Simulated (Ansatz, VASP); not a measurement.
# ZrNbGe2 in VASP and in Ansatz

The input INCAR:

```
PREC = Accurate ; ENCUT = 520
EDIFF = 1E-6 ; ISMEAR = 0
SIGMA = 0.1 ; LREAL = F
LASPH = T ; NELM = 150
ALGO = Normal ; ISIF = 2
LWAVE = F ; LCHARG = F
ISPIN = 2 ; MAGMOM = 1 1 0 0
LORBIT = 11 ; LMAXMIX = 4
GGA = PE ; NBANDS = 38
```

Contents of KPOINTS:

```
Automatic mesh
0
Gamma
  6 6 4
```

Contents of POSCAR:

```
ZrNbGe2
1.0
    4.4469129475      0.0000000000      0.0000000000
   -2.2234564737      3.8511395809      0.0000000000
    0.0000000000      0.0000000000      5.6161353244
Zr Nb Ge
1 1 2
Direct
    0.0000000000      0.0000000000      0.1314263851
    0.0000000000      0.0000000000      0.6814416534
    0.3333333333      0.6666666667      0.8764189508
    0.6666666667      0.3333333333      0.8764189508
```

Input for Ansatz:

```yaml
crystal:
  lattice:
    - [4.4469129475, 0.0, 0.0]
    - [-2.2234564737, 3.8511395809, 0.0]
    - [0.0, 0.0, 5.6161353244]
  atoms:
    - { symbol: Zr, position: [0.0, 0.0, 0.1314263851], spin: 1.0 }
    - { symbol: Nb, position: [0.0, 0.0, 0.6814416534], spin: 1.0 }
    - { symbol: Ge, position: [0.3333333333, 0.6666666667, 0.8764189508] }
    - { symbol: Ge, position: [0.6666666667, 0.3333333333, 0.8764189508] }
basis:
  ecutwfc: 420
kpoints:
  mp_grid: { grid: [6, 6, 4] }
hamiltonian:
  xc: pbe
scf:
  occupations: { method: gaussian, width: 0.1 }
  lower_state_search: "off"
output:
  forces: true
  stress: true
  eigenvalues: true
  populations: true
magnetization:
  spin_polarized: true
```

Alike in both runs: task single point; functional PBE; k mesh 6 × 6 × 4; occupations gaussian, width 0.1 eV; collinear spin.

```csv
,VASP,Ansatz
version,VASP 6.6.1,Ansatz 0.2.0
potentials or method,"VASP PAW PBE potentials, release 64 (Zr_sv, Nb_sv, Ge_d), cutoff 520 eV","scalar-relativistic, plane waves, PAW"
valence electrons in the cell,53,53
```

VASP gave:

```
gap on the k mesh at the Fermi level (eV) : none
pressure (GPa)                            : 0.0
rms of the force components (eV/Å)        : 0.008
net moment per atom (μB)                  : 0.00
```

Q: Estimate Ansatz's values.

A: gap on the k mesh at the Fermi level (eV): none; pressure (GPa): 0.0; rms of the force components (eV/Å): 0.004; net moment per atom (μB): 0.00.

Atom by atom the forces differ by 0.007 eV/Å (rms over components). A gap of «none» marks a metal or a gap that the smearing closes. Ansatz's warnings: seeded moment not kept.
